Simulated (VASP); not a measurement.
# Si (Fmmm) in VASP: further runs, part 2 of 2

VASP 6.6.1. Earlier steps stand in the parts before.

### 3 Single point, PBE

This run uses another cell than the first one, of 15.58 Å³/atom.

File INCAR:

```
ALGO = Normal ; EDIFF = 1E-7
ENCUT = 520 ; GGA = PE
ISIF = 2 ; ISMEAR = 0
LASPH = T ; LCHARG = F
LREAL = F ; LWAVE = F
NBANDS = 16 ; NELM = 100
PREC = Accurate ; SIGMA = 0.05
```

File KPOINTS:

```
k-points
0
Gamma
  10 10 10
```

File POSCAR:

```
Si
1.0
   -2.9608411470      2.9608411470      1.9304179815
    2.9608411470     -2.9608411470      1.9304179815
    2.7266503218      2.7266503218     -1.9304179815
Si
4
Direct
    0.1786105079      0.1786105079      0.3572210158
    0.8213894921      0.8213894921      0.6427789842
    0.1786105079      0.8213894921      0.0000000000
    0.8213894921      0.1786105079      0.0000000000
```

Potentials or basis: VASP PAW PBE potentials, release 64 (Si).

Command:

```bash
cat potpaw_PBE.64/Si/POTCAR > POTCAR
mpirun -np 1 vasp_std > vasp.out
```

OUTCAR:

```text
EDIFF = 1E-7
   ENCUT = 520
   GGA = PE
   ISIF = 2
   ISMEAR = 0
   LASPH = T
   LREAL = F
   NELM = 100
   PREC = Accurate

 ion  position               nearest neighbor table
   1  0.179  0.179  0.357-   3 2.03   4 2.03   2 2.22   2 2.22   2 2.75
   2  0.821  0.821  0.643-   3 2.03   4 2.03   1 2.22   1 2.22   1 2.75
   3  0.179  0.821  0.000-   1 2.03   2 2.03   4 2.27   4 2.27   4 2.99
   4  0.821  0.179  0.000-   1 2.03   2 2.03   3 2.27   3 2.27   3 2.99

[... 657 lines left out ...]
  FORCE on cell =-STRESS in cart. coord.  units (eV):
  Direction    XX          YY          ZZ          XY          YZ          ZX
  --------------------------------------------------------------------------------------
  -------------------------------------------------------------------------------------
  Total       26.6200001     26.6200001      7.7166434     -2.2031472      0.0000000      0.0000000
  in kB      684.1679678    684.1679678    198.3275804    -56.6236948      0.0000000      0.0000000
  external PRESSURE =     522.2211720 kB  Pullay stress =       0.0000000 kB

 VOLUME and BASIS-vectors are now :
 -----------------------------------------------------------------------------
  energy-cutoff  :      520.00
  volume of cell :       62.34
      direct lattice vectors                 reciprocal lattice vectors
    -2.960841147  2.960841147  1.930417981     0.007252126  0.176123057  0.259011263
     2.960841147 -2.960841147  1.930417981     0.176123057  0.007252126  0.259011263
     2.726650322  2.726650322 -1.930417981     0.183375182  0.183375182  0.000000000

 POSITION                                       TOTAL-FORCE (eV/Angst)
 -----------------------------------------------------------------------------------
      0.97402      0.97402     -0.00000         3.673348      3.673348      0.000000
      1.75263      1.75263      1.93042        -3.673348     -3.673348     -0.000000
      1.90317     -1.90317      1.93042        -4.777126      4.777126     -0.000000
     -1.90317      1.90317      1.93042         4.777126     -4.777126     -0.000000
 -----------------------------------------------------------------------------------
    total drift:                                0.000000     -0.000000      0.000000

  FREE ENERGIE OF THE ION-ELECTRON SYSTEM (eV)
  ---------------------------------------------------
  free  energy   TOTEN  =       -17.3960619089 eV

  energy  without entropy=      -17.3952652027  energy(sigma->0) =      -17.39566356
```

stdout:

```text
POSCAR found type information on POSCAR Si
 POSCAR found :  1 types and       4 ions
 scaLAPACK will be used
 LDA part: xc-table for (Slater+PW92), standard interpolation
 POSCAR, INCAR and KPOINTS ok, starting setup
 FFT: planning ... GRIDC
 FFT: planning ... GRID_SOFT
 FFT: planning ... GRID
 WAVECAR not read
 entering main loop
```

It took 76 s on 1 thread of Intel Xeon 6975P-C (Granite Rapids), shared host; peak memory 0.26 GiB.

Results:

```yaml
Free_energy: -17.3961 eV
Pressure: 52.2 GPa
Largest_force: 6.756 eV/Å
Band_gap_on_the_k_mesh: zero (bands 8 and 9 overlap by 0.94 eV)
```

Forces on the atoms (eV/Å):
```
Si   3.673  3.673  0.000
Si  -3.673 -3.673  0.000
Si  -4.777  4.777  0.000
Si   4.777 -4.777  0.000
```

Stress tensor (GPa, compression positive):
```
68.42 -5.66  0.00
-5.66 68.42  0.00
 0.00  0.00 19.83
```

Caveat: the cell stands under pressure; forces of over 1 eV/Å act on the atoms, so gaps and moduli don't describe the material at rest.

### 4 Single point, PBE

This run uses another cell than the first one, of 15.55 Å³/atom.

File INCAR:

```
PREC     = Accurate       # precision mode
ENCUT    = 520            # plane-wave cutoff, eV
EDIFF    = 1E-7           # SCF threshold, eV
ISMEAR   = 0              # smearing method
SIGMA    = 0.05           # smearing width, eV
LREAL    = False          # projectors in reciprocal space
LASPH    = True           # aspherical terms in the spheres
NELM     = 60             # most SCF steps
ALGO     = Normal         # electronic algorithm
ISIF     = 2              # what is computed and relaxed
LWAVE    = False          # write WAVECAR
LCHARG   = True           # write CHGCAR
GGA      = PE             # functional
LELF     = True           # ELF
LVHAR    = True         
NBANDS   = 16             # bands
```

File KPOINTS:

```
Automatic mesh
0
Gamma
  10 10 10
```

File POSCAR:

```
Si
1.0
   -3.0193888533      3.0193888533      1.9304179815
    3.0193888533     -3.0193888533      1.9304179815
    2.6681026155      2.6681026155     -1.9304179815
Si
4
Direct
    0.1786105079      0.1786105079      0.3572210158
    0.8213894921      0.8213894921      0.6427789842
    0.1786105079      0.8213894921      0.0000000000
    0.8213894921      0.1786105079      0.0000000000
```

Command:

```bash
cat potpaw_PBE.64/Si/POTCAR > POTCAR
mpirun -np 1 vasp_std > vasp.out
```

Wall time 1.7 min (1 thread of Intel Xeon 6975P-C (Granite Rapids), shared host); peak memory 0.26 GiB.

Results (log left out):

```
Free energy            : -17.4447 eV
Pressure               : 51.7 GPa
Largest force          : 7.023 eV/Å
Band gap on the k mesh : zero (bands 8 and 9 overlap by 1.22 eV)
```

Forces in eV/Å, atoms in the order of the input:
```
Si   3.405  3.405  0.000
Si  -3.405 -3.405  0.000
Si  -4.966  4.966  0.000
Si   4.966 -4.966  0.000
```

Stress tensor (GPa, compression positive):
```
67.32 -7.35  0.00
-7.35 67.32  0.00
 0.00  0.00 20.51
```

Levels at points of the mesh, in eV from the Fermi level:
| k point | band 6 | band 7 | band 8 | band 9 | band 10 | band 11 |
| --- | --- | --- | --- | --- | --- | --- |
| (0.00, 0.00, 0.00) | -2.39 | -1.78 | -0.67 | -0.15 | 1.62 | 1.95 |
| (0.50, 0.00, 0.00) | -4.16 | -2.74 | -0.62 | 1.10 | 2.97 | 4.14 |
| (0.50, 0.50, 0.00) | -2.69 | -2.34 | -1.09 | 1.17 | 1.45 | 2.31 |
| (0.00, 0.00, 0.50) | -3.50 | -2.42 | -1.30 | 0.39 | 1.09 | 3.94 |
| (0.50, 0.50, 0.50) | -1.37 | -0.13 | 0.24 | 1.87 | 3.47 | 4.25 |

Caveat: the cell stands under pressure; forces of over 1 eV/Å act on the atoms, so gaps and moduli don't describe the material at rest.

### 5 The runs side by side

```tsv
cell	gap on the mesh (eV)	pressure (GPa)	largest force (eV/Å)
a = 4.762, b = 4.762, c = 4.165 Å, angles 100.8, 100.8, 132.2°, 4 atoms	none	51.0	7.21
a = 4.611, b = 4.611, c = 4.312 Å, angles 100.8, 100.8, 130.5°, 4 atoms	none	52.2	6.76
a = 4.686, b = 4.686, c = 4.238 Å, angles 100.8, 100.8, 131.3°, 4 atoms	none	51.7	7.02
```

Alike in all rows: task single point; level PBE; potentials or basis VASP PAW PBE potentials, release 64 (Si); no spin polarisation; k mesh 10 × 10 × 10; cutoff (eV) 520; smearing gaussian 0.05 eV.

Caveats: the cell stands under pressure; forces of over 1 eV/Å act on the atoms, so gaps and moduli don't describe the material at rest.

Absolute energies hang on the potentials; compare differences alone.
